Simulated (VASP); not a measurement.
Input of a VASP 6.6.1 run:

The input INCAR:

```
PREC = Accurate
ENCUT = 520
EDIFF = 1E-6
ISMEAR = 1
SIGMA = 0.1
LREAL = False
LASPH = True
NELM = 100
ALGO = Normal
ISIF = 2
LWAVE = False
LCHARG = False
GGA = PS
NBANDS = 16
```

The input KPOINTS:

```
Automatic mesh
0
Gamma
  3 12 4
```

The input POSCAR:

```
Ir
1.0
   12.2384552500      0.0000000000      0.0000000000
    0.0000000000      2.2334312600      0.0000000000
    0.0000000000      0.0000000000      7.1930008000
Ir
2
Direct
    0.2500000000      0.0000000000      0.1639884000
    0.7500000000      0.0000000000      0.8360116000
```

Potentials or basis: VASP PAW PBE potentials, release 64 (Ir).

Launch:

```bash
$ cat potpaw_PBE.64/Ir/POTCAR > POTCAR
$ mpirun -np 1 vasp_std > vasp.out
```

**Question.** Predict the band gap on the k mesh.

**Answer.** Zero (bands 9 and 10 overlap by 3.31 eV).

**Question.** What does it give for the pressure?

**Answer.** 0.3 GPa.

Stress tensor (GPa, compression positive):
```
-0.03  0.00  0.00
 0.00  1.02  0.00
 0.00  0.00 -0.02
```

Caveat: the PAW data sets were made with another functional, which shifts forces and pressure a little; spin-orbit coupling is left out, which moves the levels of the heavy elements.
